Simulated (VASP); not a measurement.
Write the native input for VASP 6.6.1 that does the following.

- Task: single point
- Functional: PBEsol
- Potentials or basis: VASP PAW PBE potentials, release 64 (Mo_sv, S)
- Cutoff: 520 eV
- k mesh: 13 × 13 × 13
- Occupations: fermi-dirac, width 0.05 eV
- Spin: no spin polarisation
- Dipole correction: no
- Further INCAR settings: ALGO = Normal; EDIFF = 1e-06; NBANDS = 20

The structure of MoS2 lies in POSCAR:

```
MoS2
1.0
    1.6518644534      0.9901279603      6.1482758001
   -1.5111362602      0.9584979531      6.1166457930
    0.0429717069     -1.7649260134      6.1050684069
Mo S
1 2
Direct
    0.0000000000      0.0000000000      0.0000000000
    0.7484000000      0.7484000000      0.7484000000
    0.5849000000      0.5849000000      0.5849000000
```

This cell differs from its parent crystal: equal xy, yz and zx shear strains of +2 %.

These files were run (other wordings do the same):

INCAR

```
SYSTEM = MoS2
  ALGO = Normal
  EDIFF = 1E-6
  ENCUT = 520
  GGA = PS
  ISIF = 2
  ISMEAR = -1
  LASPH = .True.
  LCHARG = .False.
  LREAL = .False.
  LWAVE = .False.
  NBANDS = 20
  NELM = 80
  PREC = Accurate
  SIGMA = 0.05
```

KPOINTS

```
k-points
0
Gamma
  13 13 13
  0 0 0
```

Potentials or basis: VASP PAW PBE potentials, release 64 (Mo_sv, S).

Run with:

```sh
$ cat potpaw_PBE.64/Mo_sv/POTCAR potpaw_PBE.64/S/POTCAR > POTCAR
$ mpirun -np 1 vasp_std > vasp.out
```

It gave:

The pressure is 4.4 GPa. The largest force is 1.165 eV/Å and the band gap on the k mesh is 0.72 eV (least direct gap 1.76 eV).

Caveat: the cell differs from its parent crystal (equal xy, yz and zx shear strains of +2 %); the stress differs along the axes, from 2 to 9 GPa; the PAW data sets were made with another functional, which shifts forces and pressure a little.

Run time: 57 min on 1 thread of Oxide Virtual Turin-like Processor, on a shared host, peak memory 1.1 GiB.
